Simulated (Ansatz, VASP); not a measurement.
# One calculation of TiAl3, two programs

```
Ti Al
1.0
     3.95567    0.00000    0.00000
     0.00000    3.95567    0.00000
     0.00000    0.00000    3.95567
Ti Al
1 3
Cartesian
  0.0000 0.0000 0.0000
  1.9778 1.9778 0.0000
  1.9778 0.0000 1.9778
  0.0000 1.9778 1.9778
```

Alike in both runs: functional r2SCAN; k mesh 12 × 12 × 12; occupations gaussian, width 0.1 eV; no spin polarisation.

Ansatz relaxed the structure, and its values are those at the end. VASP's run is a single point on that final structure, the one shown.

|  | VASP | Ansatz |
| --- | --- | --- |
| version | VASP 6.6.1 | Ansatz 0.2.0 |
| potentials or method | VASP PAW PBE potentials, release 64 (Ti_sv, Al), cutoff 520 eV | scalar-relativistic, plane waves, PAW |
| valence electrons in the cell | 21 | 21 |

```tsv
	VASP	Ansatz	Ansatz less VASP
gap on the k mesh at the Fermi level (eV)	none	none	-
pressure (GPa)	-0.1	0.0	+0.10
```

VASP's potentials were made for PBE, not for r2SCAN. A gap of «none» marks a metal or a gap that the smearing closes.
